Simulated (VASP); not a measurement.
Write the native input for VASP 6.6.1 that does the following.

| Property | Result |
| --- | --- |
| Task | single point |
| Functional | PBE |
| Potentials or basis | VASP PAW PBE potentials, release 64 (Ti_sv) |
| Cutoff | 520 eV |
| k mesh | 13 × 13 × 13 |
| Occupations | fermi-dirac, width 0.1 eV |
| Spin | no spin polarisation |
| Dipole correction | no |
| Further INCAR settings | ALGO = Normal; EDIFF = 1e-06; NBANDS = 12 |

The structure of Ti lies in POSCAR:

```
Ti
1.0
    2.6092452170      0.0000000000      0.0000000000
    0.0000000000      2.6092452170      0.0000000000
    0.0000000000      0.0000000000      2.6092452170
Ti
1
Direct
    0.0000000000      0.0000000000      0.0000000000
```

This cell differs from its parent crystal: volume scaled by 0.96.

One way to write it, as run:

INCAR

```
PREC = Accurate
ENCUT = 520
EDIFF = 1E-6
ISMEAR = -1
SIGMA = 0.1
LREAL = False
LASPH = True
NELM = 100
ALGO = Normal
ISIF = 2
LWAVE = False
LCHARG = False
GGA = PE
NBANDS = 12
```

KPOINTS

```
regular mesh
0
Gamma
  13 13 13
```

Potentials or basis: VASP PAW PBE potentials, release 64 (Ti_sv).

The run is started by

```console
$ cat potpaw_PBE.64/Ti_sv/POTCAR > POTCAR
$ mpirun -np 1 vasp_std > vasp.out
```

It gave:

| Property | Result |
| --- | --- |
| Pressure | 3.2 GPa |
| Band gap on the k mesh | zero (band 6 reaches 8.60 eV, above the bottom of band 7 at 6.54 eV) |

Wall time 7.7 s on 1 thread of Intel(R) Xeon(R) Platinum 8488C (Sapphire Rapids), on a shared host, peak memory 0.13 GiB.
